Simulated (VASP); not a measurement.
Write the native input for VASP 6.6.1 that does the following.

```yaml
Task: single point
Functional: r2SCAN
Potentials_or_basis: VASP PAW PBE potentials, release 64 (Se)
Cutoff: 520 eV
k_mesh: 6 × 6 × 4
Occupations: gaussian, width 0.1 eV
Spin: no spin polarisation
Dipole_correction: no
Further_INCAR_settings: ALGO = Normal; EDIFF = 1e-06; NBANDS = 16
```

Se:

```
Se
1.0
     4.35517    0.00000    0.00000
    -2.17758    3.77169    0.00000
     0.00000    0.00000    4.94945
Se
3
Cartesian
  0.9451 0.0000 0.8249
  -0.4725 0.8185 4.1245
  1.7050 2.9532 2.4747
```

One way to write it, as run:

POSCAR

```
Se
1.0
    4.3551696776      0.0000000000      0.0000000000
   -2.1775848388      3.7716875786      0.0000000000
    0.0000000000      0.0000000000      4.9494500000
Se
3
Direct
    0.2170000000      0.0000000000      0.1666666667
    0.0000000000      0.2170000000      0.8333333333
    0.7830000000      0.7830000000      0.5000000000
```

INCAR.step1

```
SYSTEM = Se
PREC     = Accurate       ! precision mode
ENCUT    = 520            ! plane-wave cutoff, eV
ISMEAR   = 0              ! smearing method
SIGMA    = 0.1            ! smearing width, eV
LREAL    = .FALSE.        ! projectors in reciprocal space
LASPH    = .TRUE.         ! aspherical terms in the spheres
NELM     = 100            ! most SCF steps
NBANDS   = 16             ! bands
GGA      = PE             ! functional
ALGO     = Normal         ! electronic algorithm
EDIFF    = 1E-4           ! SCF threshold, eV
LWAVE    = .TRUE.         ! write WAVECAR
LCHARG   = .FALSE.        ! write CHGCAR
```

INCAR.step2

```
SYSTEM = Se
PREC     = Accurate       ! precision mode
ENCUT    = 520            ! plane-wave cutoff, eV
EDIFF    = 1E-6           ! SCF threshold, eV
ISMEAR   = 0              ! smearing method
SIGMA    = 0.1            ! smearing width, eV
LREAL    = .FALSE.        ! projectors in reciprocal space
LASPH    = .TRUE.         ! aspherical terms in the spheres
NELM     = 100            ! most SCF steps
ALGO     = Normal         ! electronic algorithm
ISIF     = 2              ! what is computed and relaxed
LWAVE    = .FALSE.        ! write WAVECAR
LCHARG   = .FALSE.        ! write CHGCAR
METAGGA  = R2SCAN         ! meta-GGA
LMIXTAU  = .TRUE.       
NBANDS   = 16             ! bands
ISTART   = 1
```

KPOINTS

```
Automatic mesh
0
G
  6 6 4
  0 0 0
```

Potentials or basis: VASP PAW PBE potentials, release 64 (Se).

Run with:

```sh
$ cat potpaw_PBE.64/Se/POTCAR > POTCAR
$ cp INCAR.step1 INCAR
$ mpirun -np 1 vasp_std > vasp.out
$ cp INCAR.step2 INCAR
$ mpirun -np 1 vasp_std > vasp.out
```

It gave:

The pressure is 4.0 GPa. The largest force is 0.815 eV/Å and the band gap on the k mesh is 1.21 eV, indirect (least direct gap 1.46 eV).

Caveat: the PAW data sets were made with another functional, which shifts forces and pressure a little.

Wall time 79 s on 1 thread of Intel(R) Xeon(R) Platinum 8259CL CPU @ 2.50GHz (Skylake/Cascade Lake) (shared host), peak memory 0.2 GiB.
